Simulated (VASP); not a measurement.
# Mg3BeS (P-6m2) in VASP: a series of runs

Runs on Mg3BeS. Level: PBE. Tasks: single point.

All numbers are computed with VASP 6.6.1; they aren't measurements. Logs are shortened: lines on timing, memory, paths and dates and some standing lists are left out, and cuts for length are marked.

**1. The cell of the first run**

It takes space group P-6m2 (No. 187, hexagonal). Conventional cell: a = 4.150 Å, b = 4.150 Å, c = 4.980 Å, α = 90.00°, β = 90.00°, γ = 120.00°. Within 3.3 Å of Mg (site symmetry 3m) lie 5 Mg at 2.48 to 2.70 Å and 3 Be at 2.70 Å and 3 S at 2.70 Å. Mg (site symmetry -6m2) has 3 Be at 2.40 Å and 2 S at 2.49 Å and 6 Mg at 2.70 Å within 3.2 Å. Within 3.2 Å of Be (site symmetry -6m2) lie 9 Mg at 2.40 to 2.70 Å. S (site symmetry -6m2) has 8 Mg at 2.49 to 2.70 Å within 3.3 Å.

The cell was built from a structure type or drawn by symmetry, and may not be a known phase.

**2. Single point, PBE**

INCAR

```
SYSTEM = Mg3BeS
  PREC = Accurate
  ENCUT = 520
  EDIFF = 1E-7
  ISMEAR = 0
  SIGMA = 0.1
  LREAL = .False.
  LASPH = .True.
  NELM = 60
  ALGO = Normal
  ISIF = 2
  LWAVE = .False.
  LCHARG = .False.
  GGA = PE
  NBANDS = 15
```

KPOINTS

```
regular mesh
0
Gamma
  6 6 4
  0 0 0
```

POSCAR

```
Mg3BeS
1.0
    4.1497054800      0.0000000000      0.0000000000
   -2.0748527400      3.5937503700      0.0000000000
    0.0000000000      0.0000000000      4.9804822800
Mg Be S
3 1 1
Direct
    0.6666666700      0.3333333300      0.2489190000
    0.6666666700      0.3333333300      0.7510810000
    0.0000000000      0.0000000000      0.0000000000
    0.3333333300      0.6666666700      0.0000000000
    0.0000000000      0.0000000000      0.5000000000
```

Potentials or basis: VASP PAW PBE potentials, release 64 (Mg, Be, S).

Command:

```
$ cat potpaw_PBE.64/Mg/POTCAR potpaw_PBE.64/Be/POTCAR potpaw_PBE.64/S/POTCAR > POTCAR
$ mpirun -np 1 vasp_std > vasp.out
```

OUTCAR:

```text
SYSTEM = Mg3BeS
   PREC = Accurate
   ENCUT = 520
   EDIFF = 1E-7
   ISMEAR = 0
   LREAL = .False.
   LASPH = .True.
   NELM = 60
   ISIF = 2
   GGA = PE

 ion  position               nearest neighbor table
   1  0.667  0.333  0.249-   2 2.48   2 2.50   4 2.70   3 2.70   4 2.70   3 2.70   3 2.70   4 2.70
                             5 2.70   5 2.70   5 2.70
   2  0.667  0.333  0.751-   1 2.48   1 2.50   3 2.70   4 2.70   4 2.70   3 2.70   3 2.70   4 2.70
                             5 2.70   5 2.70   5 2.70
   3  0.000  0.000  0.000-   4 2.40   4 2.40   4 2.40   5 2.49   5 2.49   1 2.70   2 2.70   2 2.70
                             1 2.70   2 2.70   1 2.70
   4  0.333  0.667  0.000-   3 2.40   3 2.40   3 2.40   1 2.70   2 2.70   1 2.70   2 2.70   1 2.70
                             2 2.70
   5  0.000  0.000  0.500-   3 2.49   3 2.49   1 2.70   2 2.70   1 2.70   2 2.70   1 2.70   2 2.70

  LATTYP: Found a hexagonal cell.
 ALAT       =     4.1497054800
 C/A-ratio  =     1.2002013888

  Lattice vectors:

 A1 = (   4.1497054800,   0.0000000000,   0.0000000000)
 A2 = (  -2.0748527400,   3.5937503700,   0.0000000000)
 A3 = (   0.0000000000,   0.0000000000,   4.9804822800)

Analysis of symmetry for initial positions (statically):
=====================================================================
 Subroutine PRICEL returns:
 Original cell was already a primitive cell.

 Routine SETGRP: Setting up the symmetry group for a
 hexagonal supercell.

 Subroutine GETGRP returns: Found 12 space group operations
 (whereof 12 operations were pure point group operations)
 out of a pool of 24 trial point group operations.

The static configuration has the point symmetry D_3h.

Analysis of symmetry for dynamics (positions and initial velocities):
=====================================================================
 Subroutine PRICEL returns:
 Original cell was already a primitive cell.

 Routine SETGRP: Setting up the symmetry group for a
 hexagonal supercell.

 Subroutine GETGRP returns: Found 12 space group operations
 (whereof 12 operations were pure point group operations)
 out of a pool of 24 trial point group operations.

The dynamic configuration has the point symmetry D_3h.

 Subroutine INISYM returns: Found 12 space group operations
 (whereof 12 operations are pure point group operations),
 and found     1 'primitive' translations

----------------------------------------------------------------------------------------

                                     Primitive cell

  volume of cell :      74.2740

  direct lattice vectors                    reciprocal lattice vectors
     4.149705480  0.000000000  0.000000000     0.240980958  0.139130420  0.000000000
    -2.074852740  3.593750370  0.000000000     0.000000000  0.278260841  0.000000000
     0.000000000  0.000000000  4.980482280     0.000000000  0.000000000  0.200783768

  length of vectors
     4.149705480  4.149705485  4.980482280     0.278260841  0.278260841  0.200783768

  position of ions in fractional coordinates (direct lattice)
     0.666666670  0.333333330  0.248919000
     0.666666670  0.333333330  0.751081000
     0.000000000  0.000000000  0.000000000
     0.333333330  0.666666670  0.000000000
     0.000000000  0.000000000  0.500000000

  ion indices of the primitive-cell ions
   primitive index   ion index
                 1           1
                 2           2
                 3           3
                 4           4
                 5           5

----------------------------------------------------------------------------------------

 KPOINTS: regular mesh

Automatic generation of k-mesh.
 Grid dimensions read from file:
 generate k-points for:    6    6    4

 Generating k-lattice:

  Cartesian coordinates                     Fractional coordinates (reciprocal lattice)
     0.040163493  0.023188403  0.000000000     0.166666667 -0.000000000  0.000000000
     0.000000000  0.046376807  0.000000000     0.000000000  0.166666667  0.000000000
     0.000000000  0.000000000  0.050195942     0.000000000  0.000000000  0.250000000

  Length of vectors
     0.046376807  0.046376807  0.050195942

  Shift w.r.t. Gamma in fractional coordinates (k-lattice)
     0.000000000  0.000000000  0.000000000

 Subroutine IBZKPT returns following result:
 ===========================================

 Found     21 irreducible k-points:

 Following reciprocal coordinates:
            Coordinates               Weight
  0.000000  0.000000  0.000000      1.000000
  0.166667 -0.000000  0.000000      6.000000
  0.333333 -0.000000  0.000000      6.000000
  0.500000 -0.000000  0.000000      3.000000
  0.166667  0.166667  0.000000      6.000000
  0.333333  0.166667  0.000000     12.000000
[... 13 lines left out ...]
  0.333333  0.166667  0.500000     12.000000
  0.333333  0.333333  0.500000      2.000000
   k-points           NKPTS =     21   k-points in BZ     NKDIM =     21   number of bands    NBANDS=     15
   number of dos      NEDOS =    301   number of ions     NIONS =      5
   total plane-waves  NPLWV =  40960
   dimension x,y,z NGX =    32 NGY =   32 NGZ =   40
   dimension x,y,z NGXF=    64 NGYF=   64 NGZF=   80
   ions per type =               3   1   1
   NGX,Y,Z   is equivalent  to a cutoff of  12.82, 12.82, 13.35 a.u.
   NGXF,Y,Z  is equivalent  to a cutoff of  25.64, 25.64, 26.70 a.u.
 SYSTEM =  Mg3BeS
   PREC   = accura    normal or accurate (medium, high low for compatibility)
   ISTART =      0    job   : 0-new  1-cont  2-samecut
   ICHARG =      2    charge: 1-file 2-atom 10-const
   ISPIN  =      1    spin polarized calculation?
   LNONCOLLINEAR =      F non collinear calculations
   LSORBIT =      F    spin-orbit coupling
   LASPH  =      T    aspherical Exc in radial PAW
   ENCUT  =  520.0 eV  38.22 Ry    6.18 a.u.   7.72  7.72  9.26*2*pi/ulx,y,z
   NELM   =     60;   NELMIN=  2; NELMDL= -5     # of ELM steps
   EDIFF  = 0.1E-06   stopping-criterion for ELM
   LREAL  =      F    real-space projection
   EDIFFG = 0.1E-05   stopping-criterion for IOM
   NSW    =      0    number of steps for IOM
   IBRION =     -1    ionic relax: 0-MD 1-quasi-New 2-CG
   NFREE  =      0    steps in history (QN), initial steepest desc. (CG)
   ISIF   =      2    stress and relaxation
   ISYM   =      2    0-nonsym 1-usesym 2-fastsym
   POTIM  = 0.5000    time-step for ionic-motion
   TEBEG  =    0.0;   TEEND  =   0.0 temperature during run
   PSTRESS=    0.0 pullay stress
   NELECT =      14.0000    total number of electrons
   NUPDOWN=      -1.0000    fix difference up-down
   EMIN   =  10.00;   EMAX   =-10.00  energy-range for DOS
   EFERMI =   0.00;   METHOD = LEGACY
   ISMEAR =     0;   SIGMA  =   0.10  broadening in eV -4-tet -1-fermi 0-gaus
   EFERMI_NEDOS =   21; number of points for ismear=-14 and -15
   IALGO  =     38    algorithm
   IMIX   =      4    mixing-type and parameters
     AMIX     =   0.40;   BMIX     =  1.00
     AMIX_MAG =   1.60;   BMIX_MAG =  1.00
  volume/ion in A,a.u.               =      14.85       100.25
  Fermi-wavevector in a.u.,A,eV,Ry     =   0.938654  1.773798 11.987691  0.881070
  Thomas-Fermi vector in A             =   2.065887
   LORBIT       =      0    0 simple, 1 ext, 2 COOP (PROOUT), +10 PAW based schemes
   GGA     = PE    functional components
   LHFCALC =     F    Hartree Fock is set to
   AEXX    =    0.0000 exact exchange contribution
   IVDW    =     0    specifies the selected vdW correction
   LEPSILON=     F    determine dielectric tensor
   LRPA    =     F    only Hartree local field effects (RPA)
 non-spin polarized calculation
 Gauss-broadening in eV      SIGMA  =   0.10
  energy-cutoff  :      520.00
  volume of cell :       74.27
 maximum number of plane-waves:      2034
 NGX is ok and might be reduce to    32
   NGX = 15   NGY = 15   NGZ = 19

 number of electron      13.9999999 magnetization

 Free energy of the ion-electron system (eV)
  ---------------------------------------------------
  ext. energy  EPLUGINS =         0.00000000
  ---------------------------------------------------
  free energy    TOTEN  =       -10.76801970 eV

  energy without entropy =      -10.76356468  energy(sigma->0) =      -10.76579219

 E-fermi :   5.6829     XC(G=0):  -9.8162

 val. band max:        5.6336122200   @ k =   0.1667  -0.0000   0.5000
 cond. band min:       5.7673980840   @ k =   0.5000  -0.0000   0.0000
 fundamental gap:      0.1337858640
 Fermi energy:         5.6829176969

 k-point     1 :       0.0000    0.0000    0.0000
  band No.  band energies     occupation
      1      -9.1189      2.00000
      2      -0.7931      2.00000
      3      -0.4967      2.00000
      4       1.4815      2.00000
      5       1.4815      2.00000
      6       5.4576      1.99856
      7       6.1032      0.00000
      8       6.1032      0.00000
      9       7.6122      0.00000
     10       9.3894      0.00000
     11       9.3894      0.00000
     12      10.0035      0.00000
     13      10.9856      0.00000
     14      10.9856      0.00000
     15      10.9883      0.00000

 k-point     2 :       0.1667   -0.0000    0.0000
  band No.  band energies     occupation
      1      -9.0142      2.00000
      2      -0.8648      2.00000
      3      -0.3324      2.00000
      4       1.0471      2.00000
      5       1.2858      2.00000
      6       5.0924      2.00000
      7       6.0932      0.00000
      8       6.3884      0.00000
      9       6.9300      0.00000
     10       8.4189      0.00000
     11       9.6431      0.00000
     12      10.4912      0.00000
     13      10.6758      0.00000
     14      10.9007      0.00000
     15      11.6032      0.00000
[... 311 lines left out ...]
      3      -0.8484      2.00000
      4       0.5349      2.00000
      5       1.1718      2.00000
      6       2.8423      2.00000
      7       5.1908      2.00000
      8       6.2837      0.00000
      9       8.0712      0.00000
     10       9.7946      0.00000
     11      10.0981      0.00000
     12      11.3740      0.00000
     13      12.0166      0.00000
     14      12.2884      0.00000
     15      12.9582      0.00000

 k-point    21 :       0.3333    0.3333    0.5000
  band No.  band energies     occupation
      1      -8.5162      2.00000
      2      -0.7844      2.00000
      3      -0.6889      2.00000
      4      -0.1235      2.00000
      5       1.3725      2.00000
      6       1.6524      2.00000
      7       5.3770      1.99998
      8       7.2735      0.00000
      9       8.3591      0.00000
     10       9.6828      0.00000
     11      11.1766      0.00000
     12      11.6762      0.00000
     13      11.7829      0.00000
     14      12.2006      0.00000
     15      12.5991      0.00000

------------------------ aborting loop because EDIFF is reached ----------------------------------------

  FORCE on cell =-STRESS in cart. coord.  units (eV):
  Direction    XX          YY          ZZ          XY          YZ          ZX
  --------------------------------------------------------------------------------------
  -------------------------------------------------------------------------------------
  Total        6.2116169      6.2116169     16.7455736     -0.0000000     -0.0000000      0.0000000
  in kB      133.9919359    133.9919364    361.2218658     -0.0000000     -0.0000000      0.0000000
  external PRESSURE =     209.7352460 kB  Pullay stress =       0.0000000 kB

 VOLUME and BASIS-vectors are now :
 -----------------------------------------------------------------------------
  energy-cutoff  :      520.00
  volume of cell :       74.27
      direct lattice vectors                 reciprocal lattice vectors
     4.149705480  0.000000000  0.000000000     0.240980958  0.139130420  0.000000000
    -2.074852740  3.593750370  0.000000000     0.000000000  0.278260841  0.000000000
     0.000000000  0.000000000  4.980482280     0.000000000  0.000000000  0.200783768

 POSITION                                       TOTAL-FORCE (eV/Angst)
 -----------------------------------------------------------------------------------
      2.07485      1.19792      1.23974         0.000000      0.000000     -0.107570
      2.07485      1.19792      3.74075         0.000000      0.000000      0.107570
      0.00000      0.00000      0.00000        -0.000000      0.000000      0.000000
     -0.00000      2.39583      0.00000        -0.000000      0.000000      0.000000
      0.00000      0.00000      2.49024        -0.000000      0.000000      0.000000
 -----------------------------------------------------------------------------------
    total drift:                                0.000001     -0.000000     -0.000000

  FREE ENERGIE OF THE ION-ELECTRON SYSTEM (eV)
  ---------------------------------------------------
  free  energy   TOTEN  =       -10.7680196996 eV

  energy  without entropy=      -10.7635646783  energy(sigma->0) =      -10.76579219
```

Run time: 30 s. Hardware: 1 thread of Intel Xeon 8259CL, shared host; peak memory 0.2 GiB.

Results:

```yaml
Free_energy: -10.7680 eV
Pressure: 21.0 GPa
Largest_force: 0.108 eV/Å
Band_gap_on_the_k_mesh: zero (bands 7 and 8 overlap by 1.09 eV)
```

Forces on the atoms (eV/Å):
```
Mg   0.000  0.000 -0.108
Mg   0.000  0.000  0.108
Mg   0.000  0.000  0.000
Be   0.000  0.000  0.000
S    0.000  0.000  0.000
```

Levels at points of the mesh, in eV from the Fermi level:
```csv
k point,band 3,band 4,band 5,band 6,band 7,band 8,band 9,band 10,band 11,band 12
"(0.00, 0.00, 0.00)",-6.18,-4.20,-4.20,-0.23,0.42,0.42,1.93,3.71,3.71,4.32
"(0.50, 0.00, 0.00)",-5.40,-4.87,-4.03,-2.98,-0.41,0.08,0.30,3.65,3.94,4.24
"(0.00, 0.00, 0.50)",-4.10,-4.10,-2.73,-1.75,0.75,0.75,1.78,2.25,2.25,3.31
"(0.50, 0.00, 0.50)",-6.76,-4.97,-4.65,-1.80,-1.08,-0.34,2.87,3.30,4.22,6.26
```

Caveat: the cell stands under pressure.

**3. Single point, PBE**

This run uses another cell than the first one, of 19.52 Å³/atom.

INCAR

```
SYSTEM = Mg3BeS
  PREC = Accurate
  ENCUT = 520
  EDIFF = 1E-6
  ISMEAR = 0
  SIGMA = 0.1
  LREAL = .FALSE.
  LASPH = .TRUE.
  NELM = 80
  ALGO = Normal
  ISIF = 2
  LWAVE = .FALSE.
  LCHARG = .FALSE.
  GGA = PE
  NBANDS = 15
```

KPOINTS

```
Automatic mesh
0
G
  6 6 4
  0 0 0
```

POSCAR

```
Mg3BeS
1.0
    3.9903795819      0.0000000000      0.0000000000
   -1.9951897910      3.4557700887      0.0000000000
    0.0000000000      0.0000000000      7.0793263821
Mg Be S
3 1 1
Direct
    0.6666666667      0.3333333333      0.2834809422
    0.6666666667      0.3333333333      0.7165190578
    0.0000000000      0.0000000000      0.0000000000
    0.3333333333      0.6666666667      0.0000000000
    0.0000000000      0.0000000000      0.5000000000
```

Potentials or basis: VASP PAW PBE potentials, release 64 (Mg, Be, S).

Command:

```
$ cat potpaw_PBE.64/Mg/POTCAR potpaw_PBE.64/Be/POTCAR potpaw_PBE.64/S/POTCAR > POTCAR
$ mpirun -np 1 vasp_std > vasp.out
```

Run time: 41 s. Hardware: 1 thread of Intel Xeon 8259CL, shared host; peak memory 0.22 GiB.

Results (log left out):

| Property | Result |
| --- | --- |
| Free energy | -12.5828 eV |
| Pressure | -0.2 GPa |
| Largest force | 0.028 eV/Å |
| Band gap on the k mesh | zero (bands 7 and 8 overlap by 2.34 eV) |

Forces on the atoms (eV/Å):
```
Mg   0.000  0.000 -0.028
Mg   0.000  0.000  0.028
Mg   0.000  0.000  0.000
Be   0.000  0.000  0.000
S    0.000  0.000  0.000
```

Stress tensor (GPa, compression positive):
```
-0.31  0.00  0.00
 0.00 -0.31  0.00
 0.00  0.00 -0.05
```

Levels at points of the mesh, in eV from the Fermi level:
| k point | band 4 | band 5 | band 6 | band 7 | band 8 | band 9 | band 10 | band 11 |
| --- | --- | --- | --- | --- | --- | --- | --- | --- |
| (0.00, 0.00, 0.00) | -2.07 | -2.07 | -0.17 | 1.13 | 2.30 | 2.30 | 4.18 | 5.16 |
| (0.50, 0.00, 0.00) | -3.40 | -3.12 | -2.72 | -0.66 | 0.88 | 2.12 | 2.28 | 3.68 |
| (0.00, 0.00, 0.50) | -2.62 | -2.06 | -2.06 | 1.98 | 2.31 | 2.31 | 4.98 | 4.98 |
| (0.50, 0.00, 0.50) | -3.68 | -2.70 | -1.95 | 0.00 | 0.69 | 1.05 | 2.92 | 2.98 |
